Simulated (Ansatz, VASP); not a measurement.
## Two plane-wave programs on AlN

```
Al N
1.0
     3.27368    0.00000    0.00000
    -1.63684    2.83509    0.00000
     0.00000    0.00000    4.10814
Al N
2 2
Direct
  0.33333 0.66667 0.75000
  0.66667 0.33333 0.25000
  0.33333 0.66667 0.25000
  0.66667 0.33333 0.75000
```

Alike in both runs: task relaxation of cell and atoms; functional LDA; k mesh 6 × 6 × 4; occupations gaussian, width 0.02 eV; no spin polarisation.

```csv
,VASP,Ansatz
version,VASP 6.6.1,Ansatz 0.2.0
potentials or method,"VASP PAW LDA potentials, release 64 (Al, N), cutoff 600 eV","scalar-relativistic, plane waves, PAW"
valence electrons in the cell,16,16
```

Ansatz gave:

| Item | Value |
| --- | --- |
| gap on the k mesh at the Fermi level, each at its own relaxed structure (eV) | 3.62 |
| relaxed volume (Å³/atom) | 9.53 |
| relaxed cell length with the largest relative difference (Å) | 3.276 |

Estimate VASP's values.

gap on the k mesh at the Fermi level, each at its own relaxed structure (eV): 3.61; relaxed volume (Å³/atom): 9.55; relaxed cell length with the largest relative difference (Å): 3.279.

Ansatz warns that its potentials were made for another functional, while VASP's fit it. LDA's correlation is that of Perdew and Zunger in VASP and of Perdew and Wang (1992) in Ansatz.
